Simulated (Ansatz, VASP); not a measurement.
**Two plane-wave programs on Pd**

Contents of INCAR:

```
SYSTEM = Pd
ALGO = Fast
EDIFF = 1E-6
ENCUT = 520
GGA = PE
ISIF = 2
ISMEAR = 0
ISPIN = 2
LASPH = .TRUE.
LCHARG = .FALSE.
LMAXMIX = 4
LORBIT = 11
LREAL = .FALSE.
LWAVE = .FALSE.
MAGMOM = 0.52 0.52
NBANDS = 21
NELM = 150
PREC = Accurate
SIGMA = 0.15
```

Contents of KPOINTS:

```
k-points
0
G
  21 21 12
  0 0 0
```

Contents of POSCAR:

```
Pd
1.0
    2.6195291004      0.0000000000      0.0000000000
   -1.3097645502      2.2685787469      0.0000000000
    0.0000000000      0.0000000000      5.2271461042
Pd
2
Direct
    0.6666666667      0.3333333333      0.7500000000
    0.3333333333      0.6666666667      0.2500000000
```

Input for Ansatz:

```yaml
crystal:
  lattice:
    - [2.6195291004, 0.0, 0.0]
    - [-1.3097645502, 2.2685787469, 0.0]
    - [0.0, 0.0, 5.2271461042]
  atoms:
    - { symbol: Pd, position: [0.6666666667, 0.3333333333, 0.75], spin: 0.52 }
    - { symbol: Pd, position: [0.3333333333, 0.6666666667, 0.25], spin: 0.52 }
basis:
  ecutwfc: 420
kpoints:
  mp_grid: { grid: [21, 21, 12] }
hamiltonian:
  xc: pbe
scf:
  occupations: { method: gaussian, width: 0.15 }
output:
  forces: true
  stress: true
  eigenvalues: true
  populations: true
magnetization:
  spin_polarized: true
```

Alike in both runs: task single point; functional PBE; k mesh 21 × 21 × 12; occupations gaussian, width 0.15 eV; collinear spin.

```csv
,VASP,Ansatz
version,VASP 6.6.1,Ansatz 0.2.0
potentials or method,"VASP PAW PBE potentials, release 64 (Pd), cutoff 520 eV","scalar-relativistic, plane waves, PAW"
valence electrons in the cell,20,36
```

VASP gave:

| Property | Result |
| --- | --- |
| gap on the k mesh at the Fermi level (eV) | none |
| pressure (GPa) | 5.8 |
| traceless stress, the component that is largest in VASP (GPa) | -20.76 |
| net moment per atom (μB) | 0.00 |

Task: Estimate Ansatz's values.

Result: gap on the k mesh at the Fermi level (eV): none; pressure (GPa): 6.2; traceless stress, the component that is largest in VASP (GPa): -20.91; net moment per atom (μB): 0.00.

A gap of «none» marks a metal or a gap that the smearing closes. VASP's potentials hold 20 valence electrons a cell and Ansatz's 36, so a difference there can come from the potentials and not from the codes. Ansatz's warnings: seeded moment not kept.
